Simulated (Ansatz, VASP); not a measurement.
**One calculation of BaRu3, two programs**

```
CELL_PARAMETERS angstrom
4.06893 0.00000 0.00000
0.00000 4.06893 0.00000
0.00000 0.00000 4.06893
ATOMIC_POSITIONS crystal
Ba 0.00000 0.00000 0.00000
Ru 0.00000 0.50000 0.50000
Ru 0.50000 0.50000 0.00000
Ru 0.50000 0.00000 0.50000
```

Alike in both runs: task single point; functional PBEsol; k mesh 8 × 8 × 8; occupations gaussian, width 0.05 eV; no spin polarisation.

|  | VASP | Ansatz |
| --- | --- | --- |
| version | VASP 6.6.1 | Ansatz 0.2.0 |
| potentials or method | VASP PAW PBE potentials, release 64 (Ba_sv, Ru_pv), cutoff 520 eV | scalar-relativistic, plane waves, PAW |
| valence electrons in the cell | 52 | 58 |

|  | VASP | Ansatz | Ansatz less VASP |
| --- | --- | --- | --- |
| gap on the k mesh at the Fermi level (eV) | none | none | - |
| pressure (GPa) | 5.7 | 0.0 | -5.75 |

VASP's potentials were made for PBE, not for PBEsol. A gap of «none» marks a metal or a gap that the smearing closes. One of these differences is far larger than is usual between the two programs; its cause wasn't traced. VASP's potentials hold 52 valence electrons a cell and Ansatz's 58, so a difference there can come from the potentials and not from the codes.

Spin-orbit coupling is off throughout.
